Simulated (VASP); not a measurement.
# Ge2Sb2Te5 (P-3m1) in VASP: notebook

The runs below take Ge2Sb2Te5 through single point, with PBEsol.

Program: VASP 6.6.1. These are calculated values, not measurements. Logs are shortened: lines on timing, memory, paths and dates and some standing lists are left out, and cuts for length are marked.

## 1. The cell of the first run

The structure is trigonal, space group P-3m1 (No. 164). The conventional cell has a = 4.015 Å, b = 4.015 Å, c = 16.485 Å, α = 90.00°, β = 90.00°, γ = 120.00°. Ge (site symmetry 3m) has 6 Te at 2.73 to 2.96 Å within 3.6 Å. Sb (site symmetry 3m) has 6 Te at 2.94 to 3.05 Å and 6 Sb at 4.02 Å within 4.1 Å. Within 4.1 Å of Te (site symmetry -3m) lie 6 Sb at 3.05 Å and 6 Te at 4.02 Å. Within 4.1 Å of Te (site symmetry 3m) lie 3 Sb at 2.94 Å and 3 Ge at 2.96 Å and 9 Te at 4.02 Å. Within 3.6 Å of Te (site symmetry 3m) lie 3 Ge at 2.73 Å and 3 Te at 3.30 Å.

## 2. Single point, PBEsol (25.57 Å³/atom)

File INCAR:

```
PREC     = Accurate       # precision mode
ENCUT    = 520            # plane-wave cutoff, eV
EDIFF    = 1E-7           # SCF threshold, eV
ISMEAR   = 0              # smearing method
SIGMA    = 0.1            # smearing width, eV
LREAL    = False          # projectors in reciprocal space
LASPH    = True           # aspherical terms in the spheres
NELM     = 60             # most SCF steps
ALGO     = Normal         # electronic algorithm
ISIF     = 2              # what is computed and relaxed
LWAVE    = False          # write WAVECAR
LCHARG   = True           # write CHGCAR
GGA      = PS             # functional
LELF     = True           # ELF
LVHAR    = True         
NBANDS   = 44             # bands
```

File KPOINTS:

```
Automatic mesh
0
Gamma
  12 12 2
```

File POSCAR:

```
Ge2Sb2Te5
1.0
    4.0151276189      0.0000000000      0.0000000000
   -2.0075638094      3.4772025174      0.0000000000
    0.0000000000      0.0000000000     16.4851043676
Ge Sb Te
2 2 5
Direct
    0.0000000000      0.0000000000      0.3408580795
    0.0000000000      0.0000000000      0.6591419205
    0.3333333333      0.6666666667      0.1199452325
    0.6666666667      0.3333333333      0.8800547675
    0.0000000000      0.0000000000      0.0000000000
    0.3333333333      0.6666666667      0.7705122479
    0.6666666667      0.3333333333      0.2294877521
    0.3333333333      0.6666666667      0.4286769199
    0.6666666667      0.3333333333      0.5713230801
```

Potentials or basis: VASP PAW PBE potentials, release 64 (Ge_d, Sb, Te).

Launch:

```sh
$ cat potpaw_PBE.64/Ge_d/POTCAR potpaw_PBE.64/Sb/POTCAR potpaw_PBE.64/Te/POTCAR > POTCAR
$ mpirun -np 1 vasp_std > vasp.out
```

OUTCAR:

```text
PREC = Accurate
   ENCUT = 520
   EDIFF = 1E-7
   ISMEAR = 0
   LREAL = False
   LASPH = True
   NELM = 60
   ISIF = 2
   GGA = PS

 ion  position               nearest neighbor table
   1  0.000  0.000  0.341-   8 2.73   8 2.73   8 2.73   7 2.96   7 2.96   7 2.96
   2  0.000  0.000  0.659-   9 2.73   9 2.73   9 2.73   6 2.96   6 2.96   6 2.96
   3  0.333  0.667  0.120-   7 2.94   7 2.94   7 2.94   5 3.05   5 3.05   5 3.05
   4  0.667  0.333  0.880-   6 2.94   6 2.94   6 2.94   5 3.05   5 3.05   5 3.05
   5  0.000  0.000  0.000-   3 3.05   4 3.05   3 3.05   4 3.05   4 3.05   3 3.05
   6  0.333  0.667  0.771-   4 2.94   4 2.94   4 2.94   2 2.96   2 2.96   2 2.96
   7  0.667  0.333  0.229-   3 2.94   3 2.94   3 2.94   1 2.96   1 2.96   1 2.96
   8  0.333  0.667  0.429-   1 2.73   1 2.73   1 2.73   9 3.30   9 3.30   9 3.30
   9  0.667  0.333  0.571-   2 2.73   2 2.73   2 2.73   8 3.30   8 3.30   8 3.30

  LATTYP: Found a hexagonal cell.
 ALAT       =     4.0151276189
 C/A-ratio  =     4.1057485421

  Lattice vectors:

 A1 = (   4.0151276189,   0.0000000000,   0.0000000000)
 A2 = (  -2.0075638094,   3.4772025174,   0.0000000000)
 A3 = (   0.0000000000,   0.0000000000,  16.4851043676)

Analysis of symmetry for initial positions (statically):
=====================================================================
 Subroutine PRICEL returns:
 Original cell was already a primitive cell.

 Routine SETGRP: Setting up the symmetry group for a
 hexagonal supercell.

 Subroutine GETGRP returns: Found 12 space group operations
 (whereof 12 operations were pure point group operations)
 out of a pool of 24 trial point group operations.

The static configuration has the point symmetry D_3d.

Analysis of symmetry for dynamics (positions and initial velocities):
=====================================================================
 Subroutine PRICEL returns:
 Original cell was already a primitive cell.

 Routine SETGRP: Setting up the symmetry group for a
 hexagonal supercell.

 Subroutine GETGRP returns: Found 12 space group operations
 (whereof 12 operations were pure point group operations)
 out of a pool of 24 trial point group operations.

The dynamic configuration has the point symmetry D_3d.

 Subroutine INISYM returns: Found 12 space group operations
 (whereof 12 operations are pure point group operations),
 and found     1 'primitive' translations

----------------------------------------------------------------------------------------

                                     Primitive cell

  volume of cell :     230.1553

  direct lattice vectors                    reciprocal lattice vectors
     4.015127619  0.000000000  0.000000000     0.249058086  0.143793753  0.000000000
    -2.007563809  3.477202517  0.000000000     0.000000000  0.287587506  0.000000000
     0.000000000  0.000000000 16.485104368     0.000000000  0.000000000  0.060660823

  length of vectors
     4.015127619  4.015127619 16.485104368     0.287587506  0.287587506  0.060660823

  position of ions in fractional coordinates (direct lattice)
     0.000000000  0.000000000  0.340858080
     0.000000000  0.000000000  0.659141920
     0.333333333  0.666666667  0.119945233
     0.666666667  0.333333333  0.880054767
     0.000000000  0.000000000  0.000000000
     0.333333333  0.666666667  0.770512248
     0.666666667  0.333333333  0.229487752
     0.333333333  0.666666667  0.428676920
     0.666666667  0.333333333  0.571323080

  ion indices of the primitive-cell ions
   primitive index   ion index
                 1           1
                 2           2
                 3           3
                 4           4
                 5           5
                 6           6
                 7           7
                 8           8
                 9           9

----------------------------------------------------------------------------------------

 KPOINTS: Automatic mesh

Automatic generation of k-mesh.
 Grid dimensions read from file:
 generate k-points for:   12   12    2

 Generating k-lattice:

  Cartesian coordinates                     Fractional coordinates (reciprocal lattice)
     0.020754841  0.011982813  0.000000000     0.083333333  0.000000000  0.000000000
     0.000000000  0.023965626  0.000000000     0.000000000  0.083333333  0.000000000
     0.000000000  0.000000000  0.030330412     0.000000000  0.000000000  0.500000000

  Length of vectors
     0.023965626  0.023965626  0.030330412

  Shift w.r.t. Gamma in fractional coordinates (k-lattice)
     0.000000000  0.000000000  0.000000000

 Subroutine IBZKPT returns following result:
 ===========================================

 Found     38 irreducible k-points:

 Following reciprocal coordinates:
            Coordinates               Weight
  0.000000  0.000000  0.000000      1.000000
  0.083333 -0.000000  0.000000      6.000000
  0.166667  0.000000  0.000000      6.000000
  0.250000 -0.000000  0.000000      6.000000
  0.333333  0.000000  0.000000      6.000000
  0.416667 -0.000000  0.000000      6.000000
[... 16 lines left out ...]
  0.250000 -0.000000  0.500000      6.000000
  0.333333  0.000000  0.500000      6.000000
 [... further k-points ...]
   k-points           NKPTS =     38   k-points in BZ     NKDIM =     38   number of bands    NBANDS=     44
   number of dos      NEDOS =    301   number of ions     NIONS =      9
   total plane-waves  NPLWV = 113400
   dimension x,y,z NGX =    30 NGY =   30 NGZ =  126
   dimension x,y,z NGXF=    60 NGYF=   60 NGZF=  252
   ions per type =               2   2   5
   NGX,Y,Z   is equivalent  to a cutoff of  12.42, 12.42, 12.71 a.u.
   NGXF,Y,Z  is equivalent  to a cutoff of  24.84, 24.84, 25.41 a.u.
 SYSTEM =  unknown system
   PREC   = accura    normal or accurate (medium, high low for compatibility)
   ISTART =      0    job   : 0-new  1-cont  2-samecut
   ICHARG =      2    charge: 1-file 2-atom 10-const
   ISPIN  =      1    spin polarized calculation?
   LNONCOLLINEAR =      F non collinear calculations
   LSORBIT =      F    spin-orbit coupling
   LASPH  =      T    aspherical Exc in radial PAW
   ENCUT  =  520.0 eV  38.22 Ry    6.18 a.u.   7.47  7.47 30.65*2*pi/ulx,y,z
   NELM   =     60;   NELMIN=  2; NELMDL= -5     # of ELM steps
   EDIFF  = 0.1E-06   stopping-criterion for ELM
   LREAL  =      F    real-space projection
   EDIFFG = 0.1E-05   stopping-criterion for IOM
   NSW    =      0    number of steps for IOM
   IBRION =     -1    ionic relax: 0-MD 1-quasi-New 2-CG
   NFREE  =      0    steps in history (QN), initial steepest desc. (CG)
   ISIF   =      2    stress and relaxation
   ISYM   =      2    0-nonsym 1-usesym 2-fastsym
   POTIM  = 0.5000    time-step for ionic-motion
   TEBEG  =    0.0;   TEEND  =   0.0 temperature during run
   PSTRESS=    0.0 pullay stress
   NELECT =      68.0000    total number of electrons
   NUPDOWN=      -1.0000    fix difference up-down
   EMIN   =  10.00;   EMAX   =-10.00  energy-range for DOS
   EFERMI =   0.00;   METHOD = LEGACY
   ISMEAR =     0;   SIGMA  =   0.10  broadening in eV -4-tet -1-fermi 0-gaus
   EFERMI_NEDOS =   21; number of points for ismear=-14 and -15
   IALGO  =     38    algorithm
   IMIX   =      4    mixing-type and parameters
     AMIX     =   0.40;   BMIX     =  1.00
     AMIX_MAG =   1.60;   BMIX_MAG =  1.00
  volume/ion in A,a.u.               =      25.57       172.57
  Fermi-wavevector in a.u.,A,eV,Ry     =   1.090362  2.060486 16.175827  1.188890
  Thomas-Fermi vector in A             =   2.226585
   LORBIT       =      0    0 simple, 1 ext, 2 COOP (PROOUT), +10 PAW based schemes
   GGA     = PS    functional components
   LHFCALC =     F    Hartree Fock is set to
   AEXX    =    0.0000 exact exchange contribution
   IVDW    =     0    specifies the selected vdW correction
   LEPSILON=     F    determine dielectric tensor
   LRPA    =     F    only Hartree local field effects (RPA)
 non-spin polarized calculation
 Gauss-broadening in eV      SIGMA  =   0.10
  energy-cutoff  :      520.00
  volume of cell :      230.16
 maximum number of plane-waves:      6245
 NGX is ok and might be reduce to    30
   NGX = 15   NGY = 15   NGZ = 61

 number of electron      68.0000018 magnetization

 Free energy of the ion-electron system (eV)
  ---------------------------------------------------
  ext. energy  EPLUGINS =         0.00000000
  ---------------------------------------------------
  free energy    TOTEN  =       -36.79037130 eV

  energy without entropy =      -36.78323060  energy(sigma->0) =      -36.78680095

 E-fermi :   8.3654     XC(G=0): -10.3511

 val. band max:        8.3351310749   @ k =   0.4167   0.0833   0.0000
 cond. band min:       8.3838256057   @ k =   0.0000   0.0000   0.0000
 fundamental gap:      0.0486945308
 Fermi energy:         8.3653671473

 k-point     1 :       0.0000    0.0000    0.0000
  band No.  band energies     occupation
      1     -16.4986      2.00000
      2     -16.4986      2.00000
      3     -16.4986      2.00000
      4     -16.4986      2.00000
      5     -16.4816      2.00000
      6     -16.4816      2.00000
[... 36 lines left out ...]
     43      10.6136      0.00000
     44      11.0355      0.00000

 k-point     2 :       0.0833   -0.0000    0.0000
  band No.  band energies     occupation
      1     -16.4990      2.00000
      2     -16.4989      2.00000
      3     -16.4983      2.00000
      4     -16.4983      2.00000
      5     -16.4817      2.00000
      6     -16.4817      2.00000
[... 36 lines left out ...]
     43      10.7452      0.00000
     44      11.0625      0.00000

 k-point     3 :       0.1667    0.0000    0.0000
  band No.  band energies     occupation
      1     -16.5001      2.00000
      2     -16.5000      2.00000
      3     -16.4977      2.00000
      4     -16.4976      2.00000
      5     -16.4821      2.00000
      6     -16.4821      2.00000
[... 976 lines left out ...]
     43      11.5063      0.00000
     44      11.6712      0.00000

 k-point    24 :       0.3333    0.0000    0.5000
  band No.  band energies     occupation
      1     -16.5032      2.00000
      2     -16.5031      2.00000
      3     -16.4962      2.00000
      4     -16.4961      2.00000
      5     -16.4832      2.00000
      6     -16.4831      2.00000
[... 36 lines left out ...]
     43      11.5066      0.00000
     44      11.7169      0.00000

 [... further k-points ...]

------------------------ aborting loop because EDIFF is reached ----------------------------------------

  FORCE on cell =-STRESS in cart. coord.  units (eV):
  Direction    XX          YY          ZZ          XY          YZ          ZX
  --------------------------------------------------------------------------------------
  -------------------------------------------------------------------------------------
  Total       10.7625082     10.7625082     10.8201747      0.0000000      0.0000000      0.0000000
  in kB       74.9209089     74.9209089     75.3223423      0.0000000      0.0000000      0.0000000
  external PRESSURE =      75.0547201 kB  Pullay stress =       0.0000000 kB

 VOLUME and BASIS-vectors are now :
 -----------------------------------------------------------------------------
  energy-cutoff  :      520.00
  volume of cell :      230.16
      direct lattice vectors                 reciprocal lattice vectors
     4.015127619  0.000000000  0.000000000     0.249058086  0.143793753  0.000000000
    -2.007563809  3.477202517  0.000000000     0.000000000  0.287587506  0.000000000
     0.000000000  0.000000000 16.485104368     0.000000000  0.000000000  0.060660823

 POSITION                                       TOTAL-FORCE (eV/Angst)
 -----------------------------------------------------------------------------------
      0.00000      0.00000      5.61908         0.000000      0.000000     -0.020238
      0.00000      0.00000     10.86602         0.000000      0.000000      0.020238
     -0.00000      2.31814      1.97731         0.000000      0.000000     -0.026500
      2.00756      1.15907     14.50779        -0.000000      0.000000      0.026500
      0.00000      0.00000      0.00000        -0.000000      0.000000     -0.000000
     -0.00000      2.31814     12.70197        -0.000000     -0.000000     -0.035381
      2.00756      1.15907      3.78313        -0.000000      0.000000      0.035381
     -0.00000      2.31814      7.06678        -0.000000      0.000000      0.023736
      2.00756      1.15907      9.41832        -0.000000     -0.000000     -0.023736
 -----------------------------------------------------------------------------------
    total drift:                                0.000000      0.000000      0.000000

  FREE ENERGIE OF THE ION-ELECTRON SYSTEM (eV)
  ---------------------------------------------------
  free  energy   TOTEN  =       -36.7903713014 eV

  energy  without entropy=      -36.7832305994  energy(sigma->0) =      -36.78680095
```

Wall time 8.7 min (1 thread of Intel Xeon Platinum 8488C (Sapphire Rapids), shared host); peak memory 0.53 GiB.

What came out:

```
Free energy            : -36.7904 eV
Pressure               : 7.5 GPa
Largest force          : 0.035 eV/Å
Band gap on the k mesh : zero (bands 34 and 35 overlap by 0.47 eV)
```

Forces in eV/Å, atoms in the order of the input:
```
Ge   0.000  0.000 -0.020
Ge   0.000  0.000  0.020
Sb   0.000  0.000 -0.026
Sb   0.000  0.000  0.026
Te   0.000  0.000  0.000
Te   0.000  0.000 -0.035
Te   0.000  0.000  0.035
Te   0.000  0.000  0.024
Te   0.000  0.000 -0.024
```

Caveat: the cell stands under pressure; the PAW data sets were made with another functional, which shifts forces and pressure a little; spin-orbit coupling is left out, which moves the levels of the heavy elements.

[end of part 1 of 2]

The gap in the log of VASP goes by the Fermi energy; the results here count the filled bands.